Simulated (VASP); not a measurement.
# CdF2 (Fm-3m) in VASP: further runs, part 2 of 2

VASP 6.6.1. The steps go on from the part before.

**4. Single point, PBE**

This run uses another cell than the first one, of 12.77 Å³/atom, 0.980 times its volume.

File INCAR:

```
SYSTEM = CdF2
ALGO = Normal
EDIFF = 1E-6
ENCUT = 520
GGA = PE
ISIF = 2
ISMEAR = -1
LASPH = .TRUE.
LCHARG = .TRUE.
LELF = .TRUE.
LREAL = .FALSE.
LVHAR = .TRUE.
LWAVE = .FALSE.
NBANDS = 20
NELM = 100
PREC = Accurate
SIGMA = 0.05
```

File KPOINTS:

```
k-points
0
G
  9 9 9
  0 0 0
```

File POSCAR:

```
CdF2
1.0
    0.0000000000      2.6759189183      2.6759189183
    2.6759189183      0.0000000000      2.6759189183
    2.6759189183      2.6759189183      0.0000000000
Cd F
1 2
Direct
    0.0000000000      0.0000000000      0.0000000000
    0.7500000000      0.7500000000      0.7500000000
    0.2500000000      0.2500000000      0.2500000000
```

Potentials or basis: VASP PAW PBE potentials, release 64 (Cd, F).

Started as:

```bash
$ cat potpaw_PBE.64/Cd/POTCAR potpaw_PBE.64/F/POTCAR > POTCAR
$ mpirun -np 1 vasp_std > vasp.out
```

OUTCAR:

```text
SYSTEM = CdF2
   EDIFF = 1E-6
   ENCUT = 520
   GGA = PE
   ISIF = 2
   ISMEAR = -1
   LASPH = .TRUE.
   LREAL = .FALSE.
   NELM = 100
   PREC = Accurate

 ion  position               nearest neighbor table
   1  0.000  0.000  0.000-   2 2.32   3 2.32   2 2.32   2 2.32   2 2.32   3 2.32   3 2.32   3 2.32

   2  0.750  0.750  0.750-   1 2.32   1 2.32   1 2.32   1 2.32
   3  0.250  0.250  0.250-   1 2.32   1 2.32   1 2.32   1 2.32

  LATTYP: Found a face centered cubic cell.
 ALAT       =     5.3518378366

  Lattice vectors:

 A1 = (   0.0000000000,   2.6759189183,   2.6759189183)
 A2 = (   2.6759189183,   0.0000000000,   2.6759189183)
 A3 = (   2.6759189183,   2.6759189183,   0.0000000000)

Analysis of symmetry for initial positions (statically):
=====================================================================
 Subroutine PRICEL returns:
 Original cell was already a primitive cell.

 Routine SETGRP: Setting up the symmetry group for a
 face centered cubic supercell.

 Subroutine GETGRP returns: Found 48 space group operations
[... 9 lines left out ...]

 Routine SETGRP: Setting up the symmetry group for a
 face centered cubic supercell.

 Subroutine GETGRP returns: Found 48 space group operations
[... 11 lines left out ...]
                                     Primitive cell

  volume of cell :      38.3221

  direct lattice vectors                    reciprocal lattice vectors
     0.000000000  2.675918918  2.675918918    -0.186851700  0.186851700  0.186851700
     2.675918918  0.000000000  2.675918918     0.186851700 -0.186851700  0.186851700
     2.675918918  2.675918918  0.000000000     0.186851700  0.186851700 -0.186851700

  length of vectors
     3.784320826  3.784320826  3.784320826     0.323636639  0.323636639  0.323636639

  position of ions in fractional coordinates (direct lattice)
     0.000000000  0.000000000  0.000000000
     0.750000000  0.750000000  0.750000000
     0.250000000  0.250000000  0.250000000

  ion indices of the primitive-cell ions
   primitive index   ion index
                 1           1
                 2           2
                 3           3

----------------------------------------------------------------------------------------

 KPOINTS: k-points

Automatic generation of k-mesh.
 Grid dimensions read from file:
 generate k-points for:    9    9    9

 Generating k-lattice:

  Cartesian coordinates                     Fractional coordinates (reciprocal lattice)
    -0.020761300  0.020761300  0.020761300     0.111111111  0.000000000  0.000000000
     0.020761300 -0.020761300  0.020761300     0.000000000  0.111111111  0.000000000
     0.020761300  0.020761300 -0.020761300     0.000000000  0.000000000  0.111111111

  Length of vectors
     0.035959627  0.035959627  0.035959627

  Shift w.r.t. Gamma in fractional coordinates (k-lattice)
     0.000000000  0.000000000  0.000000000

 Subroutine IBZKPT returns following result:
 ===========================================

 Found     35 irreducible k-points:

 Following reciprocal coordinates:
            Coordinates               Weight
  0.000000  0.000000  0.000000      1.000000
  0.111111  0.000000  0.000000      8.000000
  0.222222  0.000000  0.000000      8.000000
  0.333333  0.000000  0.000000      8.000000
  0.444444  0.000000  0.000000      8.000000
  0.111111  0.111111  0.000000      6.000000
[... 16 lines left out ...]
 -0.333333  0.333333  0.000000     12.000000
  0.444444  0.444444  0.000000      6.000000
 [... further k-points ...]
   k-points           NKPTS =     35   k-points in BZ     NKDIM =     35   number of bands    NBANDS=     20
   number of dos      NEDOS =    301   number of ions     NIONS =      3
   total plane-waves  NPLWV =  21952
   dimension x,y,z NGX =    28 NGY =   28 NGZ =   28
   dimension x,y,z NGXF=    56 NGYF=   56 NGZF=   56
   ions per type =               1   2
   NGX,Y,Z   is equivalent  to a cutoff of  12.30, 12.30, 12.30 a.u.
   NGXF,Y,Z  is equivalent  to a cutoff of  24.60, 24.60, 24.60 a.u.
 SYSTEM =  CdF2
   PREC   = accura    normal or accurate (medium, high low for compatibility)
   ISTART =      0    job   : 0-new  1-cont  2-samecut
   ICHARG =      2    charge: 1-file 2-atom 10-const
   ISPIN  =      1    spin polarized calculation?
   LNONCOLLINEAR =      F non collinear calculations
   LSORBIT =      F    spin-orbit coupling
   LASPH  =      T    aspherical Exc in radial PAW
   ENCUT  =  520.0 eV  38.22 Ry    6.18 a.u.   7.04  7.04  7.04*2*pi/ulx,y,z
   NELM   =    100;   NELMIN=  2; NELMDL= -5     # of ELM steps
   EDIFF  = 0.1E-05   stopping-criterion for ELM
   LREAL  =      F    real-space projection
   EDIFFG = 0.1E-04   stopping-criterion for IOM
   NSW    =      0    number of steps for IOM
   IBRION =     -1    ionic relax: 0-MD 1-quasi-New 2-CG
   NFREE  =      0    steps in history (QN), initial steepest desc. (CG)
   ISIF   =      2    stress and relaxation
   ISYM   =      2    0-nonsym 1-usesym 2-fastsym
   POTIM  = 0.5000    time-step for ionic-motion
   TEBEG  =    0.0;   TEEND  =   0.0 temperature during run
   PSTRESS=    0.0 pullay stress
   NELECT =      26.0000    total number of electrons
   NUPDOWN=      -1.0000    fix difference up-down
   EMIN   =  10.00;   EMAX   =-10.00  energy-range for DOS
   EFERMI =   0.00;   METHOD = LEGACY
   ISMEAR =    -1;   SIGMA  =   0.05  broadening in eV -4-tet -1-fermi 0-gaus
   EFERMI_NEDOS =   21; number of points for ismear=-14 and -15
   IALGO  =     38    algorithm
   IMIX   =      4    mixing-type and parameters
     AMIX     =   0.40;   BMIX     =  1.00
     AMIX_MAG =   1.60;   BMIX_MAG =  1.00
  volume/ion in A,a.u.               =      12.77        86.20
  Fermi-wavevector in a.u.,A,eV,Ry     =   1.438521  2.718411 28.155133  2.069344
  Thomas-Fermi vector in A             =   2.557479
   LORBIT       =      0    0 simple, 1 ext, 2 COOP (PROOUT), +10 PAW based schemes
   GGA     = PE    functional components
   LHFCALC =     F    Hartree Fock is set to
   AEXX    =    0.0000 exact exchange contribution
   IVDW    =     0    specifies the selected vdW correction
   LEPSILON=     F    determine dielectric tensor
   LRPA    =     F    only Hartree local field effects (RPA)
 non-spin polarized calculation
  energy-cutoff  :      520.00
  volume of cell :       38.32
 maximum number of plane-waves:      1044
   NGX = 15   NGY = 15   NGZ = 15

 number of electron      26.0000004 magnetization

 Free energy of the ion-electron system (eV)
  ---------------------------------------------------
  ext. energy  EPLUGINS =         0.00000000
  ---------------------------------------------------
  free energy    TOTEN  =       -10.82121426 eV

  energy without entropy =      -10.82121426  energy(sigma->0) =      -10.82121426

 E-fermi :  -0.0071     XC(G=0): -10.5226

 val. band max:       -1.1848787171   @ k =  -0.3333   0.4444   0.2222
 cond. band min:       1.9841948889   @ k =   0.0000   0.0000   0.0000
 fundamental gap:      3.1690736060
 Fermi energy:        -0.0071010700

 k-point     1 :       0.0000    0.0000    0.0000
  band No.  band energies     occupation
      1     -22.0763      2.00000
      2     -20.9144      2.00000
      3      -6.8380      2.00000
      4      -6.8380      2.00000
      5      -6.8380      2.00000
      6      -5.5396      2.00000
[... 12 lines left out ...]
     19      18.8882      0.00000
     20      18.8882      0.00000

 k-point     2 :       0.1111    0.0000    0.0000
  band No.  band energies     occupation
      1     -22.0349      2.00000
      2     -20.9506      2.00000
      3      -6.7882      2.00000
      4      -6.7882      2.00000
      5      -6.6993      2.00000
      6      -5.5560      2.00000
[... 12 lines left out ...]
     19      18.5639      0.00000
     20      18.5639      0.00000
[... 465 lines left out ...]
      3      -6.3680      2.00000
      4      -6.0452      2.00000
      5      -5.6845      2.00000
      6      -5.5466      2.00000
[... 12 lines left out ...]
     19      18.4605      0.00000
     20      20.7755      0.00000

 k-point    24 :       0.4444    0.4444    0.0000
  band No.  band energies     occupation
      1     -21.5987      2.00000
      2     -21.2966      2.00000
      3      -6.5950      2.00000
      4      -5.8791      2.00000
      5      -5.8791      2.00000
      6      -5.4204      2.00000
[... 12 lines left out ...]
     19      18.6132      0.00000
     20      20.3048      0.00000

 [... further k-points ...]
[... 5 lines left out ...]
  --------------------------------------------------------------------------------------
  -------------------------------------------------------------------------------------
  Total        2.1097011      2.1097011      2.1097011     -0.0000000      0.0000000      0.0000000
  in kB       88.2028603     88.2028603     88.2028603     -0.0000000      0.0000000      0.0000000
  external PRESSURE =      88.2028603 kB  Pullay stress =       0.0000000 kB

 VOLUME and BASIS-vectors are now :
 -----------------------------------------------------------------------------
  energy-cutoff  :      520.00
  volume of cell :       38.32
      direct lattice vectors                 reciprocal lattice vectors
     0.000000000  2.675918918  2.675918918    -0.186851700  0.186851700  0.186851700
     2.675918918  0.000000000  2.675918918     0.186851700 -0.186851700  0.186851700
     2.675918918  2.675918918  0.000000000     0.186851700  0.186851700 -0.186851700

 POSITION                                       TOTAL-FORCE (eV/Angst)
 -----------------------------------------------------------------------------------
      0.00000      0.00000      0.00000         0.000000      0.000000     -0.000000
      4.01388      4.01388      4.01388        -0.000000      0.000000      0.000000
      1.33796      1.33796      1.33796        -0.000000     -0.000000      0.000000
 -----------------------------------------------------------------------------------
    total drift:                                0.000000      0.000000      0.000000

  FREE ENERGIE OF THE ION-ELECTRON SYSTEM (eV)
  ---------------------------------------------------
  free  energy   TOTEN  =       -10.8212142610 eV

  energy  without entropy=      -10.8212142610  energy(sigma->0) =      -10.82121426
```

OSZICAR:

```text
N       E                     dE             d eps       ncg     rms          rms(c)
DAV:   1     0.196062512720E+03    0.19606E+03   -0.15746E+04  1448   0.133E+03
DAV:   2    -0.424699302822E+01   -0.20031E+03   -0.19283E+03  1512   0.343E+02
DAV:   3    -0.124678204460E+02   -0.82208E+01   -0.81991E+01  1604   0.761E+01
DAV:   4    -0.125022859776E+02   -0.34466E-01   -0.34464E-01  1516   0.505E+00
DAV:   5    -0.125024117849E+02   -0.12581E-03   -0.12581E-03  1596   0.271E-01    0.106E+01
DAV:   6    -0.107887316854E+02    0.17137E+01   -0.38865E+00  1780   0.366E+01    0.770E+00
DAV:   7    -0.108347790217E+02   -0.46047E-01   -0.87943E-01  1440   0.849E+00    0.441E+00
DAV:   8    -0.108289866733E+02    0.57923E-02   -0.13025E-01  1448   0.347E+00    0.695E-01
DAV:   9    -0.108205214753E+02    0.84652E-02   -0.32515E-02  1712   0.233E+00    0.849E-02
DAV:  10    -0.108210960516E+02   -0.57458E-03   -0.28687E-03  1464   0.575E-01    0.118E-01
DAV:  11    -0.108211931462E+02   -0.97095E-04   -0.10600E-04  1528   0.984E-02    0.347E-02
DAV:  12    -0.108212127055E+02   -0.19559E-04   -0.28094E-05  1456   0.488E-02    0.185E-02
DAV:  13    -0.108212144595E+02   -0.17539E-05   -0.63414E-06  1532   0.204E-02    0.293E-03
DAV:  14    -0.108212142610E+02    0.19848E-06   -0.50294E-07  1244   0.883E-03
   1 F= -.10821214E+02 E0= -.10821214E+02  d E =-.143258E-10
```

stdout:

```text
POSCAR found type information on POSCAR CdF
 POSCAR found :  2 types and       3 ions
 scaLAPACK will be used
 LDA part: xc-table for (Slater+PW92), standard interpolation
 POSCAR, INCAR and KPOINTS ok, starting setup
 FFT: planning ... GRIDC
 FFT: planning ... GRID_SOFT
 FFT: planning ... GRID
 WAVECAR not read
 entering main loop
```

Run time: 11 s. Hardware: 1 thread of Intel Xeon 6975P-C (Granite Rapids), shared host; peak memory 0.17 GiB.

Results:

```
Free energy            : -10.8212 eV
Pressure               : 8.8 GPa
Band gap on the k mesh : 3.17 eV, indirect (least direct gap 3.61 eV)
```

Levels at points of the mesh, in eV from the valence-band top:
| k point | band 10 | band 11 | band 12 | band 13 | band 14 | band 15 | band 16 | band 17 |
| --- | --- | --- | --- | --- | --- | --- | --- | --- |
| (0.00, 0.00, 0.00) | -0.99 | -0.44 | -0.44 | -0.44 | 3.17 | 12.83 | 12.83 | 12.83 |

A k mesh can miss the band edges. As with any semilocal functional, this PBE gap is likely too small.

**5. Single point, LDA**

This run uses another cell than the first one, of 13.30 Å³/atom, 1.020 times its volume.

File INCAR:

```
PREC = Accurate
ENCUT = 520
EDIFF = 1E-6
ISMEAR = -1
SIGMA = 0.05
LREAL = F
LASPH = T
NELM = 60
ALGO = Normal
ISIF = 2
LWAVE = F
LCHARG = F
NBANDS = 20
```

File KPOINTS:

```
regular mesh
0
Gamma
  9 9 9
```

File POSCAR:

```
CdF2
1.0
    0.0000000000      2.7118415796      2.7118415796
    2.7118415796      0.0000000000      2.7118415796
    2.7118415796      2.7118415796      0.0000000000
Cd F
1 2
Direct
    0.0000000000      0.0000000000      0.0000000000
    0.7500000000      0.7500000000      0.7500000000
    0.2500000000      0.2500000000      0.2500000000
```

Potentials or basis: VASP PAW LDA potentials, release 64 (Cd, F).

Started as:

```bash
$ cat potpaw_LDA.64/Cd/POTCAR potpaw_LDA.64/F/POTCAR > POTCAR
$ mpirun -np 1 vasp_std > vasp.out
```

Run time: 12 s. Hardware: 1 thread of Intel Xeon 6975P-C (Granite Rapids), shared host; peak memory 0.16 GiB.

Results (log left out):

```
Free energy            : -12.6893 eV
Pressure               : -6.7 GPa
Band gap on the k mesh : 2.76 eV, indirect (least direct gap 3.23 eV)
```

Levels at points of the mesh, in eV from the valence-band top:
| k point | band 11 | band 12 | band 13 | band 14 | band 15 | band 16 |
| --- | --- | --- | --- | --- | --- | --- |
| (0.00, 0.00, 0.00) | -0.48 | -0.48 | -0.48 | 2.76 | 12.24 | 12.24 |

**6. Single point, LDA**

This run uses another cell than the first one, of 13.56 Å³/atom, 1.040 times its volume.

File INCAR:

```
SYSTEM = CdF2
ALGO = Normal
EDIFF = 1E-7
ENCUT = 520
GGA = CA
ISIF = 2
ISMEAR = -1
LASPH = .True.
LCHARG = .False.
LREAL = .False.
LWAVE = .False.
NBANDS = 20
NELM = 60
PREC = Accurate
SIGMA = 0.05
```

File KPOINTS:

```
k-points
0
Gamma
  9 9 9
  0 0 0
```

File POSCAR:

```
CdF2
1.0
    0.0000000000      2.7294514339      2.7294514339
    2.7294514339      0.0000000000      2.7294514339
    2.7294514339      2.7294514339      0.0000000000
Cd F
1 2
Direct
    0.0000000000      0.0000000000      0.0000000000
    0.7500000000      0.7500000000      0.7500000000
    0.2500000000      0.2500000000      0.2500000000
```

Potentials or basis: VASP PAW LDA potentials, release 64 (Cd, F).

Started as:

```bash
$ cat potpaw_LDA.64/Cd/POTCAR potpaw_LDA.64/F/POTCAR > POTCAR
$ mpirun -np 1 vasp_std > vasp.out
```

It took 13 s on 1 thread of Intel Xeon 6975P-C (Granite Rapids), shared host; peak memory 0.16 GiB.

Results (log left out):

```yaml
Free_energy: -12.6539 eV
Pressure: -8.4 GPa
Band_gap_on_the_k_mesh: 2.69 eV, indirect (least direct gap 3.19 eV)
```

Levels at points of the mesh, in eV from the valence-band top:
| k point | band 11 | band 12 | band 13 | band 14 | band 15 | band 16 |
| --- | --- | --- | --- | --- | --- | --- |
| (0.00, 0.00, 0.00) | -0.50 | -0.50 | -0.50 | 2.69 | 12.15 | 12.15 |

A k mesh can miss the band edges.

**7. The runs side by side**

```tsv
level	potentials or basis	cell	k mesh	smearing	gap on the mesh (eV)	pressure (GPa)
r2SCAN	VASP PAW PBE potentials, release 64 (Cd, F)	a = 3.810 Å, angles 60.0°, 3 atoms	8 × 8 × 8	gaussian 0.01 eV	3.75	1.0
PBEsol	VASP PAW PBE potentials, release 64 (Cd, F)	a = 3.810 Å, angles 60.0°, 3 atoms	7 × 7 × 7	fermi-dirac 0.05 eV	2.96	0.5
PBE	VASP PAW PBE potentials, release 64 (Cd, F)	a = 3.784 Å, angles 60.0°, 3 atoms	9 × 9 × 9	fermi-dirac 0.05 eV	3.17	8.8
LDA	VASP PAW LDA potentials, release 64 (Cd, F)	a = 3.835 Å, angles 60.0°, 3 atoms	9 × 9 × 9	fermi-dirac 0.05 eV	2.76	-6.7
LDA	VASP PAW LDA potentials, release 64 (Cd, F)	a = 3.860 Å, angles 60.0°, 3 atoms	9 × 9 × 9	fermi-dirac 0.05 eV	2.69	-8.4
```

Alike in all rows: task single point; no spin polarisation; cutoff (eV) 520.

Caveats: the PAW data sets were made with another functional, which shifts forces and pressure a little (some runs).

Total energies depend on the potentials used, so only differences within one code and one set of settings carry meaning.
